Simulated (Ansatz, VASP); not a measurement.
# KHgF2 in VASP and in Ansatz

```
CELL_PARAMETERS angstrom
4.91739 0.00000 0.00000
-2.45869 4.25858 0.00000
0.00000 0.00000 9.20600
ATOMIC_POSITIONS crystal
K 0.00000 0.00000 0.50000
Hg 0.00000 0.00000 0.00000
F 0.00000 0.00000 0.24405
F 0.00000 0.00000 0.75595
```

Alike in both runs: functional PBE; k mesh 15 × 15 × 6; occupations gaussian, width 0.1 eV; no spin polarisation.

Ansatz relaxed the structure, and its values are those at the end. VASP's run is a single point on that final structure, the one shown.

|  | VASP | Ansatz |
| --- | --- | --- |
| version | VASP 6.6.1 | Ansatz 0.2.0 |
| potentials or method | VASP PAW PBE potentials, release 64 (K_sv, Hg, F), cutoff 520 eV | scalar-relativistic, plane waves, PAW |
| valence electrons in the cell | 35 | 43 |

|  | VASP | Ansatz | Ansatz less VASP |
| --- | --- | --- | --- |
| gap on the k mesh at the Fermi level (eV) | none | none | - |
| pressure (GPa) | 0.1 | 0.0 | -0.06 |
| rms of the force components (eV/Å) | 0.016 | 0.000 | -0.0159 |

A gap of «none» marks a metal or a gap that the smearing closes. VASP's potentials hold 35 valence electrons a cell and Ansatz's 43, so a difference there can come from the potentials and not from the codes.

Neither program's run includes spin-orbit coupling.
